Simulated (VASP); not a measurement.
# BN (P6_3mc) in VASP: notebook

The runs below take BN through relaxation of shape and atoms at fixed volume, with PBE+D3(BJ).

Program: VASP 6.6.1. These are calculated values, not measurements. Logs are shortened: lines on timing, memory, paths and dates and some standing lists are left out, and cuts for length are marked.

**1. The cell of the first run**

It takes space group P6_3mc (No. 186, hexagonal). Conventional cell: a = 2.507 Å, b = 2.507 Å, c = 4.147 Å, α = 90.00°, β = 90.00°, γ = 120.00°. Within 2.0 Å of B (site symmetry 3m) lie 4 N at 1.54 to 1.55 Å. Within 2.0 Å of N (site symmetry 3m) lie 4 B at 1.54 to 1.55 Å.

**2. Relaxation of shape and atoms at fixed volume, PBE+D3(BJ) (volume scaled by 0.960)**

The input, INCAR:

```
SYSTEM = BN
PREC = Accurate
ENCUT = 600
EDIFF = 1E-6
ISMEAR = 0
SIGMA = 0.05
LREAL = .FALSE.
LASPH = .TRUE.
NELM = 80
ALGO = Normal
ISIF = 4
LWAVE = .FALSE.
LCHARG = .FALSE.
GGA = PE
IVDW = 12
IBRION = 2
NSW = 60
EDIFFG = -0.01
```

The input, KPOINTS:

```
Automatic mesh
0
G
  12 12 6
  0 0 0
```

The input, POSCAR:

```
BN
1.0
    2.5072943752      0.0000000000      0.0000000000
   -1.2536471876      2.1713806237      0.0000000000
    0.0000000000      0.0000000000      4.1467608783
B N
2 2
Direct
    0.6666666667      0.3333333333      0.0002396181
    0.3333333333      0.6666666667      0.5002396181
    0.6666666667      0.3333333333      0.3747603819
    0.3333333333      0.6666666667      0.8747603819
```

Potentials or basis: VASP PAW PBE potentials, release 64 (B, N).

Run with:

```sh
> cat potpaw_PBE.64/B/POTCAR potpaw_PBE.64/N/POTCAR > POTCAR
> mpirun -np 1 vasp_std > vasp.out
```

OUTCAR:

```text
SYSTEM = BN
   PREC = Accurate
   ENCUT = 600
   EDIFF = 1E-6
   ISMEAR = 0
   LREAL = .FALSE.
   LASPH = .TRUE.
   NELM = 80
   ISIF = 4
   GGA = PE
   IVDW = 12
   IBRION = 2
   NSW = 60
   EDIFFG = -0.01
 IVDW          = 12

 ion  position               nearest neighbor table
   1  0.667  0.333  0.000-   4 1.54   4 1.54   4 1.54   3 1.55
   2  0.333  0.667  0.500-   3 1.54   3 1.54   3 1.54   4 1.55
   3  0.667  0.333  0.375-   2 1.54   2 1.54   2 1.54   1 1.55
   4  0.333  0.667  0.875-   1 1.54   1 1.54   1 1.54   2 1.55

  LATTYP: Found a hexagonal cell.
 ALAT       =     2.5072943752
 C/A-ratio  =     1.6538787465

  Lattice vectors:

 A1 = (   2.5072943752,   0.0000000000,   0.0000000000)
 A2 = (  -1.2536471876,   2.1713806237,   0.0000000000)
 A3 = (   0.0000000000,   0.0000000000,   4.1467608783)

Analysis of symmetry for initial positions (statically):
=====================================================================
 Subroutine PRICEL returns:
 Original cell was already a primitive cell.

 Routine SETGRP: Setting up the symmetry group for a
 hexagonal supercell.

 Subroutine GETGRP returns: Found 12 space group operations
 (whereof  6 operations were pure point group operations)
 out of a pool of 24 trial point group operations.

The static configuration has the point symmetry C_3v.
 The point group associated with its full space group is C_6v.

Analysis of symmetry for dynamics (positions and initial velocities):
=====================================================================
 Subroutine PRICEL returns:
 Original cell was already a primitive cell.

 Routine SETGRP: Setting up the symmetry group for a
 hexagonal supercell.

 Subroutine GETGRP returns: Found 12 space group operations
 (whereof  6 operations were pure point group operations)
 out of a pool of 24 trial point group operations.

The dynamic configuration has the point symmetry C_3v.
 The point group associated with its full space group is C_6v.

 Subroutine INISYM returns: Found 12 space group operations
 (whereof  6 operations are pure point group operations),
 and found     1 'primitive' translations

----------------------------------------------------------------------------------------

                                     Primitive cell

  volume of cell :      22.5762

  direct lattice vectors                    reciprocal lattice vectors
     2.507294375  0.000000000  0.000000000     0.398836295  0.230268242  0.000000000
    -1.253647188  2.171380624  0.000000000     0.000000000  0.460536485  0.000000000
     0.000000000  0.000000000  4.146760878     0.000000000  0.000000000  0.241152077

  length of vectors
     2.507294375  2.507294375  4.146760878     0.460536485  0.460536485  0.241152077

  position of ions in fractional coordinates (direct lattice)
     0.666666667  0.333333333  0.000239618
     0.333333333  0.666666667  0.500239618
     0.666666667  0.333333333  0.374760382
     0.333333333  0.666666667  0.874760382

  ion indices of the primitive-cell ions
   primitive index   ion index
                 1           1
                 2           2
                 3           3
                 4           4

----------------------------------------------------------------------------------------

 KPOINTS: Automatic mesh

Automatic generation of k-mesh.
 Grid dimensions read from file:
 generate k-points for:   12   12    6

 Generating k-lattice:

  Cartesian coordinates                     Fractional coordinates (reciprocal lattice)
     0.033236358  0.019189020  0.000000000     0.083333333 -0.000000000  0.000000000
     0.000000000  0.038378040  0.000000000     0.000000000  0.083333333  0.000000000
     0.000000000  0.000000000  0.040192013     0.000000000  0.000000000  0.166666667

  Length of vectors
     0.038378040  0.038378040  0.040192013

  Shift w.r.t. Gamma in fractional coordinates (k-lattice)
     0.000000000  0.000000000  0.000000000

 Subroutine IBZKPT returns following result:
 ===========================================

 Found     76 irreducible k-points:

 Following reciprocal coordinates:
            Coordinates               Weight
  0.000000  0.000000  0.000000      1.000000
  0.083333  0.000000  0.000000      6.000000
  0.166667  0.000000  0.000000      6.000000
  0.250000 -0.000000  0.000000      6.000000
  0.333333  0.000000  0.000000      6.000000
  0.416667  0.000000  0.000000      6.000000
[... 16 lines left out ...]
  0.250000 -0.000000  0.166667     12.000000
  0.333333  0.000000  0.166667     12.000000
 [... further k-points ...]
   k-points           NKPTS =     76   k-points in BZ     NKDIM =     76   number of bands    NBANDS=     12
   number of dos      NEDOS =    301   number of ions     NIONS =      4
   total plane-waves  NPLWV =  14400
   dimension x,y,z NGX =    20 NGY =   20 NGZ =   36
   dimension x,y,z NGXF=    40 NGYF=   40 NGZF=   72
   ions per type =               2   2
   NGX,Y,Z   is equivalent  to a cutoff of  13.26, 13.26, 14.43 a.u.
   NGXF,Y,Z  is equivalent  to a cutoff of  26.52, 26.52, 28.87 a.u.
 SYSTEM =  BN
   PREC   = accura    normal or accurate (medium, high low for compatibility)
   ISTART =      0    job   : 0-new  1-cont  2-samecut
   ICHARG =      2    charge: 1-file 2-atom 10-const
   ISPIN  =      1    spin polarized calculation?
   LNONCOLLINEAR =      F non collinear calculations
   LSORBIT =      F    spin-orbit coupling
   LASPH  =      T    aspherical Exc in radial PAW
   ENCUT  =  600.0 eV  44.10 Ry    6.64 a.u.   5.01  5.01  8.28*2*pi/ulx,y,z
   NELM   =     80;   NELMIN=  2; NELMDL= -5     # of ELM steps
   EDIFF  = 0.1E-05   stopping-criterion for ELM
   LREAL  =      F    real-space projection
   EDIFFG = -.1E-01   stopping-criterion for IOM
   NSW    =     60    number of steps for IOM
   IBRION =      2    ionic relax: 0-MD 1-quasi-New 2-CG
   NFREE  =      1    steps in history (QN), initial steepest desc. (CG)
   ISIF   =      4    stress and relaxation
   ISYM   =      2    0-nonsym 1-usesym 2-fastsym
   POTIM  = 0.5000    time-step for ionic-motion
   TEBEG  =    0.0;   TEEND  =   0.0 temperature during run
   PSTRESS=    0.0 pullay stress
   NELECT =      16.0000    total number of electrons
   NUPDOWN=      -1.0000    fix difference up-down
   EMIN   =  10.00;   EMAX   =-10.00  energy-range for DOS
   EFERMI =   0.00;   METHOD = LEGACY
   ISMEAR =     0;   SIGMA  =   0.05  broadening in eV -4-tet -1-fermi 0-gaus
   EFERMI_NEDOS =   21; number of points for ismear=-14 and -15
   IALGO  =     38    algorithm
   IMIX   =      4    mixing-type and parameters
     AMIX     =   0.40;   BMIX     =  1.00
     AMIX_MAG =   1.60;   BMIX_MAG =  1.00
  volume/ion in A,a.u.               =       5.64        38.09
  Fermi-wavevector in a.u.,A,eV,Ry     =   1.459592  2.758228 28.985962  2.130408
  Thomas-Fermi vector in A             =   2.576141
   LORBIT       =      0    0 simple, 1 ext, 2 COOP (PROOUT), +10 PAW based schemes
   GGA     = PE    functional components
   LHFCALC =     F    Hartree Fock is set to
   AEXX    =    0.0000 exact exchange contribution
   IVDW    =    12    specifies the selected vdW correction
   LEPSILON=     F    determine dielectric tensor
   LRPA    =     F    only Hartree local field effects (RPA)
 conjugate gradient relaxation of ions
 non-spin polarized calculation
 Gauss-broadening in eV      SIGMA  =   0.05
  energy-cutoff  :      600.00
  volume of cell :       22.58
 maximum number of plane-waves:       771
 NGX is ok and might be reduce to    20
   NGX =  9   NGY =  9   NGZ = 17

--------------------------------------- Ionic step        1  -------------------------------------------

 number of electron      16.0000001 magnetization

 Free energy of the ion-electron system (eV)
  ---------------------------------------------------
  ext. energy  EPLUGINS =         0.00000000
  ---------------------------------------------------
  free energy    TOTEN  =       -34.74613094 eV

  energy without entropy =      -34.74613094  energy(sigma->0) =      -34.74613094

------------------------ aborting loop because EDIFF is reached ----------------------------------------

 Edisp (eV)   -0.87587

 E8    (eV) :    -0.2589

  FORCE on cell =-STRESS in cart. coord.  units (eV):
  Direction    XX          YY          ZZ          XY          YZ          ZX
  --------------------------------------------------------------------------------------
  -------------------------------------------------------------------------------------
  Total       2.37171     2.37171     2.39928     0.00000     0.00000    -0.00000
  in kB     168.31482   168.31482   170.27134     0.00000     0.00000    -0.00000
  external pressure =      168.97 kB  Pullay stress =        0.00 kB
[... 65 lines left out ...]
  energy  without entropy=      -35.6219454703  energy(sigma->0) =      -35.62194547

--------------------------------------- Ionic step        3  -------------------------------------------

 number of electron      16.0000001 magnetization

 Free energy of the ion-electron system (eV)
  ---------------------------------------------------
  ext. energy  EPLUGINS =         0.00000000
  ---------------------------------------------------
  free energy    TOTEN  =       -34.74618281 eV

  energy without entropy =      -34.74618281  energy(sigma->0) =      -34.74618281

 E-fermi :   8.4583     XC(G=0): -13.0389

 val. band max:        8.1491764858   @ k =   0.0000   0.0000   0.0000
 cond. band min:      13.2378504117   @ k =   0.3333   0.3333   0.0000
 fundamental gap:      5.0886739258
 Fermi energy:         8.4582632731

 k-point     1 :       0.0000    0.0000    0.0000
  band No.  band energies     occupation
      1     -12.8038      2.00000
      2      -8.4340      2.00000
      3      -3.2260      2.00000
      4       5.9203      2.00000
      5       5.9203      2.00000
      6       7.8384      2.00000
      7       8.1492      2.00000
      8       8.1492      2.00000
      9      16.6994      0.00000
     10      16.6994      0.00000
     11      17.0199      0.00000
     12      18.2435      0.00000
[... 331 lines left out ...]
 k-point    24 :       0.3333    0.0000    0.1667
  band No.  band energies     occupation
      1     -10.2576      2.00000
      2      -7.3424      2.00000
      3      -1.0187      2.00000
      4       0.4821      2.00000
      5       1.9875      2.00000
      6       3.6436      2.00000
      7       5.5142      2.00000
      8       6.1539      2.00000
      9      15.2052      0.00000
     10      16.6781      0.00000
     11      19.3382      0.00000
     12      19.5311      0.00000

 [... further k-points ...]

------------------------ aborting loop because EDIFF is reached ----------------------------------------

 Edisp (eV)   -0.87586

 E8    (eV) :    -0.2589

  FORCE on cell =-STRESS in cart. coord.  units (eV):
  Direction    XX          YY          ZZ          XY          YZ          ZX
  --------------------------------------------------------------------------------------
  -------------------------------------------------------------------------------------
  Total       2.37123     2.37123     2.39308     0.00000     0.00000     0.00000
  in kB     168.28066   168.28066   169.83134     0.00000     0.00000     0.00000
  external pressure =      168.80 kB  Pullay stress =        0.00 kB
[... 19 lines left out ...]
  FREE ENERGIE OF THE ION-ELECTRON SYSTEM (eV)
  ---------------------------------------------------
  free  energy   TOTEN  =       -35.6220476539 eV

  energy  without entropy=      -35.6220476539  energy(sigma->0) =      -35.62204765

 reached required accuracy - stopping structural energy minimisation
```

Run time: 63 s. Hardware: 1 thread of Intel Xeon 8259CL, shared host; peak memory 0.16 GiB.

What came out:

```yaml
Free_energy: -35.6220 eV
Energy_gained_by_relaxing: 0.0 meV/atom
Ionic_steps: 3
Pressure_after_relaxing: 16.9 GPa
Band_gap_on_the_k_mesh: 5.09 eV, indirect (least direct gap 8.49 eV)
Dispersion_energy_per_atom: -0.219 eV
```

Final structure:
```
CELL_PARAMETERS angstrom
2.50718 0.00000 0.00000
-1.25359 2.17128 0.00000
0.00000 0.00000 4.14713
ATOMIC_POSITIONS crystal
B 0.66667 0.33333 0.00040
B 0.33333 0.66667 0.50040
N 0.66667 0.33333 0.37460
N 0.33333 0.66667 0.87460
```

**3. Relaxation of shape and atoms at fixed volume, PBE+D3(BJ) (volume scaled by 1.040)**

The input, INCAR:

```
ALGO     = Normal         # electronic algorithm
EDIFF    = 1E-6           # SCF threshold, eV
EDIFFG   = -0.01          # ionic threshold
ENCUT    = 600            # plane-wave cutoff, eV
GGA      = PE             # functional
IBRION   = 2              # ionic algorithm
ISIF     = 4              # what is computed and relaxed
ISMEAR   = 0              # smearing method
IVDW     = 12             # dispersion correction
LASPH    = True           # aspherical terms in the spheres
LCHARG   = False          # write CHGCAR
LREAL    = False          # projectors in reciprocal space
LWAVE    = False          # write WAVECAR
NELM     = 60             # most SCF steps
NSW      = 60             # ionic steps
PREC     = Accurate       # precision mode
SIGMA    = 0.05           # smearing width, eV
```

The input, KPOINTS:

```
k-points
0
Gamma
  12 12 6
```

The input, POSCAR:

```
BN
1.0
    2.5750916768      0.0000000000      0.0000000000
   -1.2875458384      2.2300948092      0.0000000000
    0.0000000000      0.0000000000      4.2588893946
B N
2 2
Direct
    0.6666666667      0.3333333333      0.0002396181
    0.3333333333      0.6666666667      0.5002396181
    0.6666666667      0.3333333333      0.3747603819
    0.3333333333      0.6666666667      0.8747603819
```

Potentials or basis: VASP PAW PBE potentials, release 64 (B, N).

Run with:

```sh
> cat potpaw_PBE.64/B/POTCAR potpaw_PBE.64/N/POTCAR > POTCAR
> mpirun -np 1 vasp_std > vasp.out
```

It took 71 s on 1 thread of Intel Xeon 8259CL, shared host; peak memory 0.18 GiB.

It converged, with:

- Free energy: -35.6336 eV
- Energy gained by relaxing: 0.0 meV/atom
- Ionic steps: 3
- Pressure after relaxing: -14.0 GPa
- Band gap on the k mesh: 5.26 eV, indirect (least direct gap 8.12 eV)
- Dispersion energy per atom: -0.202 eV

Final structure:
```yaml
crystal:
  lattice:
    - [2.57526, 0.00000, 0.00000]
    - [-1.28763, 2.23024, 0.00000]
    - [0.00000, 0.00000, 4.25834]
  atoms:
    - { symbol: B, position: [0.66667, 0.33333, 0.00010] }
    - { symbol: B, position: [0.33333, 0.66667, 0.50010] }
    - { symbol: N, position: [0.66667, 0.33333, 0.37490] }
    - { symbol: N, position: [0.33333, 0.66667, 0.87490] }
```

Levels at points of the mesh, in eV from the valence-band top:
```tsv
k point	band 6	band 7	band 8	band 9	band 10	band 11
(0.00, 0.00, 0.00)	-0.24	0.00	0.00	8.24	8.24	8.41
(0.50, 0.00, 0.00)	-4.81	-4.23	-2.04	6.59	7.87	10.44
(0.00, 0.00, 0.50)	-1.13	-1.13	-1.13	9.18	9.18	9.75
(0.50, 0.00, 0.50)	-3.64	-3.45	-3.45	6.47	6.47	9.81
```
